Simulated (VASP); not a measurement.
Runs of VASP 6.6.1 on Na2S. The structure is that of space group Fm-3m (No. 225), or close to it. The cells are those of the table. 

```tsv
task	cell	cutoff (eV)	gap on the mesh (eV)	pressure (GPa)
relaxation of the atoms	atoms relaxed from a = 4.609 Å, angles 59.7°, 3 atoms	450	2.42	-0.1
single point	a = 4.586, b = 4.586, c = 4.597 Å, angles 59.9, 59.9, 60.2°, 3 atoms	500	(a)	0.2
single point	a = 4.609 Å, angles 59.7°, 3 atoms	500	2.42	0.1
single point	a = 4.574 Å, angles 60.0°, 3 atoms	500	2.47	0.5
single point	a = 4.586 Å, angles 60.3°, 3 atoms	500	2.41	0.1
single point	a = 4.620 Å, angles 60.0°, 3 atoms	500	2.38	(b)
single point	a = 4.597 Å, angles 60.0°, 3 atoms	500	2.42	0.1
relaxation of the atoms	atoms relaxed from a = 4.586 Å, angles 60.3°, 3 atoms	450	2.41	-0.1
single point	a = 4.609, b = 4.609, c = 4.597 Å, angles 60.1, 60.1, 59.8°, 3 atoms	500	2.41	-0.1
```

Alike in all rows: level PBEsol; potentials or basis VASP PAW PBE potentials, release 64 (Na_pv, S); no spin polarisation; k mesh 6 × 6 × 6; smearing gaussian 0.01 eV.

Fill in the values left out.

(a) 2.44; (b) -0.4.

Caveats: the PAW data sets were made with another functional, which shifts forces and pressure a little.

